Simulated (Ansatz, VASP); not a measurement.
# One calculation of AlN, two programs

```
Al N
1.0
     3.36090    0.00000    0.00000
    -1.68045    2.91062    0.00000
     0.00000    0.00000    4.34700
Al N
2 2
Direct
  0.33333 0.66667 0.75000
  0.66667 0.33333 0.25000
  0.33333 0.66667 0.25000
  0.66667 0.33333 0.75000
```

Alike in both runs: task single point; functional PBEsol; k mesh 9 × 9 × 6; occupations gaussian, width 0.05 eV; no spin polarisation.

|  | VASP | Ansatz |
| --- | --- | --- |
| version | VASP 6.6.1 | Ansatz 0.2.0 |
| potentials or method | VASP PAW PBE potentials, release 64 (Al, N), cutoff 520 eV | scalar-relativistic, plane waves, PAW |
| valence electrons in the cell | 16 | 16 |

VASP gave:

- gap on the k mesh at the Fermi level (eV): 2.62
- least direct gap on the mesh (eV): 2.62
- pressure (GPa): -14.6
- traceless stress, the component that is largest in VASP (GPa): -0.48

Q: What did Ansatz give for the same quantities?

A: gap on the k mesh at the Fermi level (eV): 2.61; least direct gap on the mesh (eV): 2.61; pressure (GPa): -14.6; traceless stress, the component that is largest in VASP (GPa): -0.46.

VASP's potentials were made for PBE, not for PBEsol, and Ansatz warns of the same on its side.
